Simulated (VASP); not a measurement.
# WS2 (P4/mmm) in VASP: notebook

WS2 is run at these levels: PBE; tasks: single point.

Everything below comes from runs of VASP 6.6.1. Logs are shortened: lines on timing, memory, paths and dates and some standing lists are left out, and cuts for length are marked.

### 1 The cell of the first run

The structure is tetragonal, space group P4/mmm (No. 123). The conventional cell has a = 3.337 Å, b = 3.337 Å, c = 10.538 Å, α = 90.00°, β = 90.00°, γ = 90.00°. W (site symmetry 4/mmm) has 4 W at 3.34 Å and 2 S at 4.38 Å within 4.4 Å. Within 2.4 Å of S (site symmetry 4mm) lie 1 S at 1.78 Å.

### 2 Single point, PBE (volume scaled by 0.94)

Input file INCAR:

```
SYSTEM = WS2
PREC = Accurate ; ENCUT = 520
EDIFF = 1E-7 ; ISMEAR = -1
SIGMA = 0.05 ; LREAL = .False.
LASPH = .True. ; NELM = 60
ALGO = Normal ; ISIF = 2
LWAVE = .False. ; LCHARG = .False.
GGA = PE ; NBANDS = 20
```

Input file KPOINTS:

```
regular mesh
0
Gamma
  8 8 3
  0 0 0
```

Input file POSCAR:

```
WS2
1.0
    3.3366810344      0.0000000000      0.0000000000
    0.0000000000      3.3366810344      0.0000000000
    0.0000000000      0.0000000000     10.5376856996
W S
1 2
Direct
    0.5000000000      0.5000000000      0.5000000000
    0.5000000000      0.5000000000      0.9155235500
    0.5000000000      0.5000000000      0.0844764500
```

Potentials or basis: VASP PAW PBE potentials, release 64 (W_sv, S).

Command:

```
> cat potpaw_PBE.64/W_sv/POTCAR potpaw_PBE.64/S/POTCAR > POTCAR
> mpirun -np 1 vasp_std > vasp.out
```

OUTCAR:

```text
SYSTEM = WS2
   PREC = Accurate
   ENCUT = 520
   EDIFF = 1E-7
   ISMEAR = -1
   LREAL = .False.
   LASPH = .True.
   NELM = 60
   ISIF = 2
   GGA = PE

 ion  position               nearest neighbor table
   1  0.500  0.500  0.500-
   2  0.500  0.500  0.916-   3 1.78
   3  0.500  0.500  0.084-   2 1.78

  LATTYP: Found a simple tetragonal cell.
 ALAT       =     3.3366810344
 C/A-ratio  =     3.1581339633

  Lattice vectors:

 A1 = (   3.3366810344,   0.0000000000,   0.0000000000)
 A2 = (   0.0000000000,   3.3366810344,   0.0000000000)
 A3 = (   0.0000000000,   0.0000000000,  10.5376856996)

Analysis of symmetry for initial positions (statically):
=====================================================================
 Subroutine PRICEL returns:
 Original cell was already a primitive cell.

 Routine SETGRP: Setting up the symmetry group for a
 simple tetragonal supercell.

 Subroutine GETGRP returns: Found 16 space group operations
 (whereof 16 operations were pure point group operations)
 out of a pool of 16 trial point group operations.

The static configuration has the point symmetry D_4h.

Analysis of symmetry for dynamics (positions and initial velocities):
=====================================================================
 Subroutine PRICEL returns:
 Original cell was already a primitive cell.

 Routine SETGRP: Setting up the symmetry group for a
 simple tetragonal supercell.

 Subroutine GETGRP returns: Found 16 space group operations
 (whereof 16 operations were pure point group operations)
 out of a pool of 16 trial point group operations.

The dynamic configuration has the point symmetry D_4h.

 Subroutine INISYM returns: Found 16 space group operations
 (whereof 16 operations are pure point group operations),
 and found     1 'primitive' translations

----------------------------------------------------------------------------------------

                                     Primitive cell

  volume of cell :     117.3207

  direct lattice vectors                    reciprocal lattice vectors
     3.336681034  0.000000000  0.000000000     0.299699009  0.000000000  0.000000000
     0.000000000  3.336681034  0.000000000     0.000000000  0.299699009  0.000000000
     0.000000000  0.000000000 10.537685700     0.000000000  0.000000000  0.094897497

  length of vectors
     3.336681034  3.336681034 10.537685700     0.299699009  0.299699009  0.094897497

  position of ions in fractional coordinates (direct lattice)
     0.500000000  0.500000000  0.500000000
     0.500000000  0.500000000  0.915523550
     0.500000000  0.500000000  0.084476450

  ion indices of the primitive-cell ions
   primitive index   ion index
                 1           1
                 2           2
                 3           3

----------------------------------------------------------------------------------------

 KPOINTS: regular mesh

Automatic generation of k-mesh.
 Grid dimensions read from file:
 generate k-points for:    8    8    3

 Generating k-lattice:

  Cartesian coordinates                     Fractional coordinates (reciprocal lattice)
     0.037462376  0.000000000  0.000000000     0.125000000  0.000000000  0.000000000
     0.000000000  0.037462376  0.000000000     0.000000000  0.125000000  0.000000000
     0.000000000  0.000000000  0.031632499     0.000000000  0.000000000  0.333333333

  Length of vectors
     0.037462376  0.037462376  0.031632499

  Shift w.r.t. Gamma in fractional coordinates (k-lattice)
     0.000000000  0.000000000  0.000000000

 Subroutine IBZKPT returns following result:
 ===========================================

 Found     30 irreducible k-points:

 Following reciprocal coordinates:
            Coordinates               Weight
  0.000000  0.000000  0.000000      1.000000
  0.125000  0.000000  0.000000      4.000000
  0.250000  0.000000  0.000000      4.000000
  0.375000  0.000000  0.000000      4.000000
  0.500000  0.000000  0.000000      2.000000
  0.125000  0.125000  0.000000      4.000000
[... 16 lines left out ...]
  0.375000  0.125000  0.333333     16.000000
  0.500000  0.125000  0.333333      8.000000
 [... further k-points ...]
   k-points           NKPTS =     30   k-points in BZ     NKDIM =     30   number of bands    NBANDS=     20
   number of dos      NEDOS =    301   number of ions     NIONS =      3
   total plane-waves  NPLWV =  62720
   dimension x,y,z NGX =    28 NGY =   28 NGZ =   80
   dimension x,y,z NGXF=    56 NGYF=   56 NGZF=  160
   ions per type =               1   2
   NGX,Y,Z   is equivalent  to a cutoff of  13.95, 13.95, 12.62 a.u.
   NGXF,Y,Z  is equivalent  to a cutoff of  27.90, 27.90, 25.24 a.u.
 SYSTEM =  WS2
   PREC   = accura    normal or accurate (medium, high low for compatibility)
   ISTART =      0    job   : 0-new  1-cont  2-samecut
   ICHARG =      2    charge: 1-file 2-atom 10-const
   ISPIN  =      1    spin polarized calculation?
   LNONCOLLINEAR =      F non collinear calculations
   LSORBIT =      F    spin-orbit coupling
   LASPH  =      T    aspherical Exc in radial PAW
   ENCUT  =  520.0 eV  38.22 Ry    6.18 a.u.   6.20  6.20 19.59*2*pi/ulx,y,z
   NELM   =     60;   NELMIN=  2; NELMDL= -5     # of ELM steps
   EDIFF  = 0.1E-06   stopping-criterion for ELM
   LREAL  =      F    real-space projection
   EDIFFG = 0.1E-05   stopping-criterion for IOM
   NSW    =      0    number of steps for IOM
   IBRION =     -1    ionic relax: 0-MD 1-quasi-New 2-CG
   NFREE  =      0    steps in history (QN), initial steepest desc. (CG)
   ISIF   =      2    stress and relaxation
   ISYM   =      2    0-nonsym 1-usesym 2-fastsym
   POTIM  = 0.5000    time-step for ionic-motion
   TEBEG  =    0.0;   TEEND  =   0.0 temperature during run
   PSTRESS=    0.0 pullay stress
   NELECT =      26.0000    total number of electrons
   NUPDOWN=      -1.0000    fix difference up-down
   EMIN   =  10.00;   EMAX   =-10.00  energy-range for DOS
   EFERMI =   0.00;   METHOD = LEGACY
   ISMEAR =    -1;   SIGMA  =   0.05  broadening in eV -4-tet -1-fermi 0-gaus
   EFERMI_NEDOS =   21; number of points for ismear=-14 and -15
   IALGO  =     38    algorithm
   IMIX   =      4    mixing-type and parameters
     AMIX     =   0.40;   BMIX     =  1.00
     AMIX_MAG =   1.60;   BMIX_MAG =  1.00
  volume/ion in A,a.u.               =      39.11       263.91
  Fermi-wavevector in a.u.,A,eV,Ry     =   0.990698  1.872147 13.353867  0.981482
  Thomas-Fermi vector in A             =   2.122386
   LORBIT       =      0    0 simple, 1 ext, 2 COOP (PROOUT), +10 PAW based schemes
   GGA     = PE    functional components
   LHFCALC =     F    Hartree Fock is set to
   AEXX    =    0.0000 exact exchange contribution
   IVDW    =     0    specifies the selected vdW correction
   LEPSILON=     F    determine dielectric tensor
   LRPA    =     F    only Hartree local field effects (RPA)
 non-spin polarized calculation
  energy-cutoff  :      520.00
  volume of cell :      117.32
 maximum number of plane-waves:      3184
 NGX is ok and might be reduce to    28
   NGX = 13   NGY = 13   NGZ = 39

 number of electron      25.9999993 magnetization

 Free energy of the ion-electron system (eV)
  ---------------------------------------------------
  ext. energy  EPLUGINS =         0.00000000
  ---------------------------------------------------
  free energy    TOTEN  =       -13.57015136 eV

  energy without entropy =      -13.51014130  energy(sigma->0) =      -13.54014633

 E-fermi :   0.7577     XC(G=0):  -7.3872

 val. band max:        0.7498057344   @ k =   0.2500   0.1250   0.0000
 cond. band min:       0.7662647392   @ k =   0.5000   0.1250   0.0000
 fundamental gap:      0.0164590049
 Fermi energy:         0.7577278378

 k-point     1 :       0.0000    0.0000    0.0000
  band No.  band energies     occupation
      1     -73.7290      2.00000
      2     -37.9404      2.00000
      3     -37.6840      2.00000
      4     -37.6840      2.00000
      5     -16.2707      2.00000
      6      -9.8167      2.00000
[... 12 lines left out ...]
     19       5.4899      0.00000
     20       5.8694      0.00000

 k-point     2 :       0.1250    0.0000    0.0000
  band No.  band energies     occupation
      1     -73.7285      2.00000
      2     -37.9390      2.00000
      3     -37.6999      2.00000
      4     -37.6828      2.00000
      5     -16.2166      2.00000
      6      -9.7387      2.00000
[... 12 lines left out ...]
     19       5.9689      0.00000
     20       6.0478      0.00000

 k-point     3 :       0.2500    0.0000    0.0000
  band No.  band energies     occupation
      1     -73.7272      2.00000
      2     -37.9358      2.00000
      3     -37.7379      2.00000
      4     -37.6799      2.00000
      5     -16.0809      2.00000
      6      -9.5379      2.00000
[... 12 lines left out ...]
     19       6.4720      0.00000
     20       6.6962      0.00000

 k-point     4 :       0.3750    0.0000    0.0000
  band No.  band energies     occupation
      1     -73.7260      2.00000
      2     -37.9325      2.00000
      3     -37.7758      2.00000
      4     -37.6769      2.00000
      5     -15.9369      2.00000
      6      -9.3162      2.00000
[... 12 lines left out ...]
     19       5.3982      0.00000
     20       6.9267      0.00000

 k-point     5 :       0.5000    0.0000    0.0000
  band No.  band energies     occupation
      1     -73.7255      2.00000
      2     -37.9311      2.00000
      3     -37.7914      2.00000
      4     -37.6757      2.00000
      5     -15.8746      2.00000
      6      -9.2169      2.00000
[... 12 lines left out ...]
     19       4.5333      0.00000
     20       6.8403      0.00000
[... 353 lines left out ...]
      6      -9.6616      2.00000
[... 12 lines left out ...]
     19       5.3657      0.00000
     20       6.5669      0.00000

 k-point    22 :       0.2500    0.1250    0.3333
  band No.  band energies     occupation
      1     -73.7267      2.00000
      2     -37.9344      2.00000
      3     -37.7366      2.00000
      4     -37.6956      2.00000
      5     -16.0287      2.00000
      6      -9.4624      2.00000
[... 12 lines left out ...]
     19       5.7129      0.00000
     20       7.3869      0.00000

 k-point    23 :       0.3750    0.1250    0.3333
  band No.  band energies     occupation
      1     -73.7255      2.00000
      2     -37.9312      2.00000
      3     -37.7743      2.00000
      4     -37.6926      2.00000
      5     -15.8862      2.00000
      6      -9.2426      2.00000
[... 12 lines left out ...]
     19       5.7095      0.00000
     20       6.1722      0.00000

 k-point    24 :       0.5000    0.1250    0.3333
  band No.  band energies     occupation
      1     -73.7250      2.00000
      2     -37.9298      2.00000
      3     -37.7899      2.00000
      4     -37.6913      2.00000
      5     -15.8245      2.00000
      6      -9.1442      2.00000
[... 12 lines left out ...]
     19       5.3391      0.00000
     20       6.5696      0.00000

 [... further k-points ...]
[... 5 lines left out ...]
  --------------------------------------------------------------------------------------
  -------------------------------------------------------------------------------------
  Total       -9.6656792     -9.6656792      7.7073830      0.0000000      0.0000000     -0.0000000
  in kB     -131.9982988   -131.9982988    105.2550393      0.0000000      0.0000000     -0.0000000
  external PRESSURE =     -52.9138527 kB  Pullay stress =       0.0000000 kB

 VOLUME and BASIS-vectors are now :
 -----------------------------------------------------------------------------
  energy-cutoff  :      520.00
  volume of cell :      117.32
      direct lattice vectors                 reciprocal lattice vectors
     3.336681034  0.000000000  0.000000000     0.299699009  0.000000000  0.000000000
     0.000000000  3.336681034  0.000000000     0.000000000  0.299699009  0.000000000
     0.000000000  0.000000000 10.537685700     0.000000000  0.000000000  0.094897497

 POSITION                                       TOTAL-FORCE (eV/Angst)
 -----------------------------------------------------------------------------------
      1.66834      1.66834      5.26884         0.000000      0.000000      0.000000
      1.66834      1.66834      9.64750         0.000000     -0.000000     -4.474142
      1.66834      1.66834      0.89019        -0.000000      0.000000      4.474142
 -----------------------------------------------------------------------------------
    total drift:                                0.000000      0.000000      0.000000

  FREE ENERGIE OF THE ION-ELECTRON SYSTEM (eV)
  ---------------------------------------------------
  free  energy   TOTEN  =       -13.5701513588 eV

  energy  without entropy=      -13.5101412985  energy(sigma->0) =      -13.54014633
```

Wall time 2.3 min (1 thread of Intel Xeon 8259CL, shared host); peak memory 0.27 GiB.

What came out:

| Property | Result |
| --- | --- |
| Free energy | -13.5702 eV |
| Pressure | -5.3 GPa |
| Largest force | 4.474 eV/Å |
| Band gap on the k mesh | zero (band 13 reaches 1.83 eV, above the bottom of band 14 at 0.45 eV) |

Forces in eV/Å, atoms in the order of the input:
```
W    0.000  0.000  0.000
S    0.000  0.000 -4.474
S    0.000  0.000  4.474
```

Levels at points of the mesh, in eV from the Fermi level:
| k point | band 10 | band 11 | band 12 | band 13 | band 14 | band 15 | band 16 | band 17 |
| --- | --- | --- | --- | --- | --- | --- | --- | --- |
| (0.00, 0.00, 0.00) | -3.00 | -1.36 | -0.33 | 1.07 | 1.07 | 1.28 | 1.38 | 1.38 |
| (0.50, 0.00, 0.00) | -1.95 | -1.59 | -0.74 | 0.10 | 0.75 | 1.15 | 1.24 | 1.71 |
| (0.50, 0.50, 0.00) | -1.42 | -0.92 | -0.92 | -0.29 | -0.29 | 0.48 | 2.78 | 4.00 |

Caveat: the cell differs from its parent crystal (volume scaled by 0.94); spin-orbit coupling is left out, which moves the levels of the heavy elements; forces of over 1 eV/Å act on the atoms, so gaps and moduli don't describe the material at rest.

### 3 Single point, PBE (volume scaled by 0.96)

Input file INCAR:

```
SYSTEM = WS2
PREC = Accurate
ENCUT = 520
EDIFF = 1E-6
ISMEAR = -1
SIGMA = 0.05
LREAL = .False.
LASPH = .True.
NELM = 100
ALGO = Normal
ISIF = 2
LWAVE = .False.
LCHARG = .False.
GGA = PE
NBANDS = 20
```

Input file KPOINTS:

```
Automatic mesh
0
Gamma
  8 8 3
  0 0 0
```

Input file POSCAR:

```
WS2
1.0
    3.3601795624      0.0000000000      0.0000000000
    0.0000000000      3.3601795624      0.0000000000
    0.0000000000      0.0000000000     10.6118971989
W S
1 2
Direct
    0.5000000000      0.5000000000      0.5000000000
    0.5000000000      0.5000000000      0.9155235500
    0.5000000000      0.5000000000      0.0844764500
```

Potentials or basis: VASP PAW PBE potentials, release 64 (W_sv, S).

Command:

```
> cat potpaw_PBE.64/W_sv/POTCAR potpaw_PBE.64/S/POTCAR > POTCAR
> mpirun -np 1 vasp_std > vasp.out
```

Wall time 2.1 min (1 thread of Intel Xeon 8259CL, shared host); peak memory 0.27 GiB.

Results (log left out):

- Free energy: -13.4855 eV
- Pressure: -5.6 GPa
- Largest force: 3.866 eV/Å
- Band gap on the k mesh: zero (band 13 reaches 1.66 eV, above the bottom of band 14 at 0.33 eV)

Forces on the atoms (eV/Å):
```
W    0.000  0.000  0.000
S    0.000  0.000 -3.866
S    0.000  0.000  3.866
```

Stress tensor (GPa, compression positive):
```
-12.90   0.00   0.00
  0.00 -12.90   0.00
  0.00   0.00   8.92
```

Levels at points of the mesh, in eV from the Fermi level:
```
           k point  band 11  band 12  band 13  band 14  band 15  band 16
(0.00, 0.00, 0.00)    -1.33    -0.32     1.03     1.03     1.30     1.33
(0.50, 0.00, 0.00)    -1.54    -0.72     0.09     0.72     1.15     1.20
(0.50, 0.50, 0.00)    -0.90    -0.90    -0.28    -0.28     0.46     2.68
```

Caveat: the cell differs from its parent crystal (volume scaled by 0.96); spin-orbit coupling is left out, which moves the levels of the heavy elements; forces of over 1 eV/Å act on the atoms, so gaps and moduli don't describe the material at rest.

### 4 Single point, PBE (volume scaled by 0.98)

Input file INCAR:

```
PREC = Accurate ; ENCUT = 520
EDIFF = 1E-6 ; ISMEAR = -1
SIGMA = 0.05 ; LREAL = F
LASPH = T ; NELM = 100
ALGO = Normal ; ISIF = 2
LWAVE = F ; LCHARG = F
GGA = PE ; NBANDS = 20
```

Input file KPOINTS:

```
regular mesh
0
Gamma
  8 8 3
```

Input file POSCAR:

```
WS2
1.0
    3.3833539469      0.0000000000      0.0000000000
    0.0000000000      3.3833539469      0.0000000000
    0.0000000000      0.0000000000     10.6850850096
W S
1 2
Direct
    0.5000000000      0.5000000000      0.5000000000
    0.5000000000      0.5000000000      0.9155235500
    0.5000000000      0.5000000000      0.0844764500
```

Command:

```
> cat potpaw_PBE.64/W_sv/POTCAR potpaw_PBE.64/S/POTCAR > POTCAR
> mpirun -np 1 vasp_std > vasp.out
```

Wall time 2.4 min (1 thread of Intel Xeon 8259CL, shared host); peak memory 0.27 GiB.

It converged, with:

```yaml
Free_energy: -13.3958 eV
Pressure: -5.9 GPa
Largest_force: 3.300 eV/Å
Band_gap_on_the_k_mesh: zero (band 13 reaches 1.50 eV, above the bottom of band 14 at 0.22 eV)
```

Forces on the atoms (eV/Å):
```
W    0.000  0.000  0.000
S    0.000  0.000 -3.300
S    0.000  0.000  3.300
```

Stress tensor (GPa, compression positive):
```
-12.62   0.00   0.00
  0.00 -12.62   0.00
  0.00   0.00   7.46
```

Levels at points of the mesh, in eV from the Fermi level:
| k point | band 10 | band 11 | band 12 | band 13 | band 14 | band 15 | band 16 | band 17 |
| --- | --- | --- | --- | --- | --- | --- | --- | --- |
| (0.00, 0.00, 0.00) | -2.91 | -1.30 | -0.31 | 0.99 | 0.99 | 1.28 | 1.28 | 1.33 |
| (0.50, 0.00, 0.00) | -1.91 | -1.48 | -0.69 | 0.09 | 0.69 | 1.15 | 1.16 | 1.58 |
| (0.50, 0.50, 0.00) | -1.33 | -0.87 | -0.87 | -0.28 | -0.28 | 0.43 | 2.59 | 3.88 |

Caveat: the cell differs from its parent crystal (volume scaled by 0.98); spin-orbit coupling is left out, which moves the levels of the heavy elements; forces of over 1 eV/Å act on the atoms, so gaps and moduli don't describe the material at rest.

### 5 Single point, PBE

This run uses another cell than the first one, of 41.60 Å³/atom, 1.064 times its volume.

Input file INCAR:

```
SYSTEM = WS2
  PREC = Accurate
  ENCUT = 520
  EDIFF = 1E-6
  ISMEAR = -1
  SIGMA = 0.05
  LREAL = .False.
  LASPH = .True.
  NELM = 100
  ALGO = Normal
  ISIF = 2
  LWAVE = .False.
  LCHARG = .False.
  GGA = PE
  NBANDS = 20
```

Input file KPOINTS:

```
regular mesh
0
Gamma
  8 8 3
  0 0 0
```

Input file POSCAR:

```
WS2
1.0
    3.4062151400      0.0000000000      0.0000000000
    0.0000000000      3.4062151400      0.0000000000
    0.0000000000      0.0000000000     10.7572837200
W S
1 2
Direct
    0.5000000000      0.5000000000      0.5000000000
    0.5000000000      0.5000000000      0.9155235500
    0.5000000000      0.5000000000      0.0844764500
```

Command:

```
> cat potpaw_PBE.64/W_sv/POTCAR potpaw_PBE.64/S/POTCAR > POTCAR
> mpirun -np 1 vasp_std > vasp.out
```

It took 2.3 min on 1 thread of Intel Xeon 8259CL, shared host; peak memory 0.27 GiB.

The run converged. Its results:

* Free energy: -13.3020 eV
* Pressure: -6.2 GPa
* Largest force: 2.773 eV/Å
* Band gap on the k mesh: zero (band 13 reaches 1.35 eV, above the bottom of band 14 at 0.10 eV)

Forces on the atoms (eV/Å):
```
W    0.000  0.000  0.000
S    0.000  0.000 -2.773
S    0.000  0.000  2.773
```

Stress tensor (GPa, compression positive):
```
-12.32   0.00   0.00
  0.00 -12.32   0.00
  0.00   0.00   6.13
```

Levels at points of the mesh, in eV from the Fermi level:
| k point | band 11 | band 12 | band 13 | band 14 | band 15 | band 16 |
| --- | --- | --- | --- | --- | --- | --- |
| (0.00, 0.00, 0.00) | -1.27 | -0.30 | 0.96 | 0.96 | 1.23 | 1.23 |
| (0.50, 0.00, 0.00) | -1.44 | -0.67 | 0.08 | 0.66 | 1.11 | 1.16 |
| (0.50, 0.50, 0.00) | -0.84 | -0.84 | -0.27 | -0.27 | 0.41 | 2.50 |

Caveat: spin-orbit coupling is left out, which moves the levels of the heavy elements; forces of over 1 eV/Å act on the atoms, so gaps and moduli don't describe the material at rest.

(Continued in part 2 of 2.)
